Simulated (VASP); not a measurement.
SnMo, 2 atoms in the cell. Symmetry: F-43m, No. 216, cubic system. The conventional cell has a = 5.654 Å, b = 5.654 Å, c = 5.654 Å, α = 90.00°, β = 90.00°, γ = 90.00°. Within 3.2 Å of Sn (site symmetry -43m) lie 4 Mo at 2.45 Å. Mo (site symmetry -43m) has 4 Sn at 2.45 Å within 3.2 Å. 

* Program: VASP 6.6.1
* Task: relaxation of cell and atoms
* Functional: PBE
* Potentials or basis: VASP PAW PBE potentials, release 64 (Sn_d, Mo_sv)
* Cutoff: 600 eV
* k mesh: 6 × 6 × 6
* Occupations: gaussian, width 0.1 eV
* Spin: no spin polarisation
* Dipole correction: no
* Further INCAR settings: ALGO = Normal; EDIFF = 1e-06; IBRION = 2; EDIFFG = -0.04; NSW = 90; ISIF = 3

Potentials or basis: VASP PAW PBE potentials, release 64 (Sn_d, Mo_sv).

Command:

```bash
$ cat potpaw_PBE.64/Sn_d/POTCAR potpaw_PBE.64/Mo_sv/POTCAR > POTCAR
$ mpirun -np 1 vasp_std > vasp.out
```

Hardware: 1 thread of Intel Xeon 8259CL, on a shared host.

Task: Estimate the wall time of this run.

Result: Wall time 88 s on 1 thread of Intel Xeon 8259CL, on a shared host, peak memory 0.19 GiB. Counts: scf iterations 54, k points 16, ion steps 5.
